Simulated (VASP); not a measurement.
Here is a VASP 6.6.1 calculation.

Contents of INCAR:

```
SYSTEM = Sn
PREC = Accurate ; ENCUT = 520
EDIFF = 1E-7 ; ISMEAR = 0
SIGMA = 0.016 ; LREAL = .False.
LASPH = .True. ; NELM = 80
ALGO = Fast ; ISIF = 2
LWAVE = .False. ; LCHARG = .False.
GGA = PE ; NBANDS = 13
```

The input KPOINTS:

```
regular mesh
0
Gamma
  10 10 10
  0 0 0
```

The input POSCAR:

```
Sn
1.0
   -1.8946518192      1.8946518192      1.8946518192
    1.8946518192     -1.8946518192      1.8946518192
    1.8946518192      1.8946518192     -1.8946518192
Sn
1
Direct
    0.0000000000      0.0000000000      0.0000000000
```

Potentials or basis: VASP PAW PBE potentials, release 64 (Sn_d).

Command:

```bash
$ cat potpaw_PBE.64/Sn_d/POTCAR > POTCAR
$ mpirun -np 1 vasp_std > vasp.out
```

Q: What does it give for the band gap on the k mesh?

A: Zero (band 7 reaches 16.04 eV, above the bottom of band 8 at 5.80 eV).

Q: Predict the pressure.

A: 0.6 GPa.

Caveat: spin-orbit coupling is left out, which moves the levels of the heavy elements.
